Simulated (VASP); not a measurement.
The system is C.

```
CELL_PARAMETERS angstrom
2.52210 0.00000 0.00000
-1.26105 2.18420 0.00000
0.00000 0.00000 12.35570
ATOMIC_POSITIONS crystal
C 0.66667 0.33333 0.35417
C 0.33333 0.66667 0.85417
C 0.66667 0.33333 0.14583
C 0.33333 0.66667 0.64583
C 0.66667 0.33333 0.47917
C 0.33333 0.66667 0.97917
C 0.66667 0.33333 0.02083
C 0.33333 0.66667 0.52083
C 0.00000 0.00000 0.81250
C 0.00000 0.00000 0.31250
C 0.00000 0.00000 0.68750
C 0.00000 0.00000 0.18750
```

Base run:

* Program: VASP 6.6.1
* Functional: TB-mBJ
* Potentials or basis: VASP PAW PBE potentials, release 64 (C)
* Cutoff: 520 eV
* k mesh: 12 × 12 × 4
* Occupations: gaussian, width 0.02 eV
* Spin: no spin polarisation

Its results: band gap on the k mesh 5.18 eV (least direct gap 6.31 eV).

Q: The run is repeated on the same cell with these changes: functional from TB-mBJ to LDA; potentials or basis from VASP PAW PBE potentials, release 64 (C) to VASP PAW LDA potentials, release 64 (C). What comes out?

A: Band gap on the k mesh 4.35 eV (least direct gap 5.25 eV).

Caveats: the cell stands under tension (at least some runs).
